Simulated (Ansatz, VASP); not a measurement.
BeCd2Te3 in VASP and in Ansatz

```xyz
6
Lattice="5.0552 0.0000 0.0000 0.0000 5.0552 0.0000 0.0000 0.0000 10.1948" Properties=species:S:1:pos:R:3 pbc="T T T"
Be    0.0000    0.0000    0.0000
Cd    0.0000    0.0000    7.7748
Cd    0.0000    0.0000    2.4201
Te    0.0000    2.5276    0.0000
Te    2.5276    0.0000    0.0000
Te    0.0000    0.0000    5.0974
```

Alike in both runs: functional PBE; k mesh 8 × 8 × 4; occupations gaussian, width 0.1 eV; no spin polarisation.

Ansatz relaxed the structure, and its values are those at the end. VASP's run is a single point on that final structure, the one shown.

|  | VASP | Ansatz |
| --- | --- | --- |
| version | VASP 6.6.1 | Ansatz 0.2.0 |
| potentials or method | VASP PAW PBE potentials, release 64 (Be, Cd, Te), cutoff 600 eV | scalar-relativistic, plane waves, PAW |
| valence electrons in the cell | 44 | 90 |

```csv
,VASP,Ansatz,Ansatz less VASP
gap on the k mesh at the Fermi level (eV),none,none,-
pressure (GPa),0.0,0.0,-0.05
rms of the force components (eV/Å),0.003,0.000,-0.0032
```

A gap of «none» marks a metal or a gap that the smearing closes. VASP's potentials hold 44 valence electrons a cell and Ansatz's 90, so a difference there can come from the potentials and not from the codes.

Neither program's run includes spin-orbit coupling.
